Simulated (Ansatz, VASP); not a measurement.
**TiAl5 in VASP and in Ansatz**

```xyz
6
Lattice="-2.7724 2.7724 3.1560 2.7724 -2.7724 3.1560 2.7724 2.7724 -3.1560" Properties=species:S:1:pos:R:3 pbc="T T T"
Ti    0.0000    0.0000    3.1560
Al    1.3862    1.3862    1.5780
Al    1.3862    1.3862   -1.5780
Al   -1.3862    1.3862    1.5780
Al    1.3862   -1.3862    1.5780
Al    0.0000    0.0000    0.0000
```

Alike in both runs: task relaxation of cell and atoms; functional PBE; k mesh 4 × 4 × 4; occupations gaussian, width 0.1 eV; no spin polarisation.

|  | VASP | Ansatz |
| --- | --- | --- |
| version | VASP 6.6.1 | Ansatz 0.2.0 |
| potentials or method | VASP PAW PBE potentials, release 64 (Ti_sv, Al), cutoff 600 eV | scalar-relativistic, plane waves, PAW |
| valence electrons in the cell | 27 | 27 |

|  | VASP | Ansatz | Ansatz less VASP |
| --- | --- | --- | --- |
| gap on the k mesh at the Fermi level, each at its own relaxed structure (eV) | none | none | - |
| relaxed volume (Å³/atom) | 19.79 | 19.75 | -0.043 |
| relaxed cell length with the largest relative difference (Å) | 5.398 | 5.393 | -0.0051 |

A gap of «none» marks a metal or a gap that the smearing closes.

The k mesh is coarse, so the values compare programs but aren't converged. Noted on VASP's run: the volume moved by over 15 % at a fixed basis, so the end points are rough.
